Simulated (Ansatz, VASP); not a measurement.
**Si2Ni: VASP beside Ansatz**

File INCAR:

```
PREC = Accurate
ENCUT = 520
EDIFF = 1E-6
ISMEAR = 0
SIGMA = 0.1
LREAL = F
LASPH = T
NELM = 60
ALGO = Normal
ISIF = 2
LWAVE = F
LCHARG = F
LDIPOL = T
IDIPOL = 3
DIPOL = 0.5 0.5 0.657
GGA = PE
NBANDS = 27
```

Contents of KPOINTS:

```
regular mesh
0
Gamma
  9 9 1
```

POSCAR

```
Si2Ni
1.0
    3.8677060746      0.0000000000      0.0000000000
   -1.9338530373      3.3495317150      0.0000000000
    0.0000000000      0.0000000000     28.1417730749
Si Ni
4 2
Direct
    0.7784442238      0.2215557762      0.5782764769
    0.1099833101      0.8900166899      0.6294396937
    0.4522543586      0.5477456414      0.6866531555
    0.7852608992      0.2147391008      0.7363615720
    0.4444386055      0.5555613945      0.6004192229
    0.1189018234      0.8810981766      0.7111484173
```

Input for Ansatz:

```yaml
crystal:
  lattice:
    - [3.8677060746, 0.0, 0.0]
    - [-1.9338530373, 3.349531715, 0.0]
    - [0.0, 0.0, 28.1417730749]
  atoms:
    - { symbol: Si, position: [0.7784442238, 0.2215557762, 0.5782764769] }
    - { symbol: Ni, position: [0.4444386055, 0.5555613945, 0.6004192229] }
    - { symbol: Si, position: [0.1099833101, 0.8900166899, 0.6294396937] }
    - { symbol: Si, position: [0.4522543586, 0.5477456414, 0.6866531555] }
    - { symbol: Ni, position: [0.1189018234, 0.8810981766, 0.7111484173] }
    - { symbol: Si, position: [0.7852608992, 0.2147391008, 0.736361572] }
basis:
  ecutwfc: 420
kpoints:
  mp_grid: { grid: [9, 9, 1] }
hamiltonian:
  xc: pbe
scf:
  occupations: { method: gaussian, width: 0.1 }
output:
  forces: true
  stress: true
  eigenvalues: true
  write_density: true
  write_potential: true
  elf: true
  volumetric_format: npy
efield:
  axis: 3
  dipole_correction: true
  ramp_width: 0.04
```

Alike in both runs: task single point; functional PBE; k mesh 9 × 9 × 1; occupations gaussian, width 0.1 eV; no spin polarisation.

|  | VASP | Ansatz |
| --- | --- | --- |
| version | VASP 6.6.1 | Ansatz 0.2.0 |
| potentials or method | VASP PAW PBE potentials, release 64 (Si, Ni), cutoff 520 eV | scalar-relativistic, plane waves, PAW |
| valence electrons in the cell | 36 | 52 |

Ansatz gave:

```
gap on the k mesh at the Fermi level (eV) : none
rms of the force components (eV/Å)        : 0.230
```

**Question.** Which values does VASP return?

**Answer.** gap on the k mesh at the Fermi level (eV): none; rms of the force components (eV/Å): 0.232.

A gap of «none» marks a metal or a gap that the smearing closes. VASP's potentials hold 36 valence electrons a cell and Ansatz's 52, so a difference there can come from the potentials and not from the codes. Ansatz's warnings: xc potential rough in thin density.
